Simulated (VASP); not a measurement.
ZnHg:

```
Zn Hg
1.0
     3.35278    0.00000    0.00000
    -1.67639    2.90359    0.00000
     0.00000    0.00000    5.31471
Zn Hg
1 1
Direct
  0.66667 0.33333 0.50000
  0.33333 0.66667 0.00000
```

```yaml
Program: VASP 6.6.1
Task: relaxation of cell and atoms
Functional: PBE
Potentials_or_basis: VASP PAW PBE potentials, release 64 (Zn, Hg)
Cutoff: 500 eV
k_mesh: 15 × 15 × 8
Occupations: gaussian, width 0.1 eV
Spin: no spin polarisation
```

At the start: pressure -2.9 GPa; volume 25.87 Å³/atom.

Task: How do energy, volume and symmetry change on relaxing?

Result: Over 14 steps the energy falls by 115.9 meV/atom and the volume is 21.07 Å³/atom (-18.5 %); space group P-6m2 (No. 187, to 0.1 Å) before and after.

The path:
```csv
step,energy change (eV),largest force (eV/Å),pressure (GPa),volume (Å³)
1,0.0000,0.0000,-2.88,51.74
2,-0.0658,0.0000,-2.82,48.33
3,-0.1405,0.0000,2.85,38.99
4,-0.1503,0.0000,-0.65,42.47
5,-0.1544,0.0000,0.21,41.38
6,-0.1545,0.0000,0.36,41.19
7,-0.1726,0.0000,0.39,40.91
8,-0.2139,0.0000,1.94,39.89
9,-0.2270,0.0000,0.85,41.00
10,-0.2314,0.0000,-0.37,42.58
11,-0.2316,0.0000,-0.20,42.30
12,-0.2316,0.0000,-0.12,42.22
13,-0.2318,0.0000,-0.12,42.19
14,-0.2319,0.0000,0.03,42.14
```

Final structure:
```
CELL_PARAMETERS angstrom
3.38501 0.00000 0.00000
-1.69251 2.93151 0.00000
0.00000 0.00000 4.24704
ATOMIC_POSITIONS crystal
Zn 0.66667 0.33333 0.50000
Hg 0.33333 0.66667 0.00000
```

Caveat: the volume moved by over 15 % at a fixed basis, so the end points are rough.
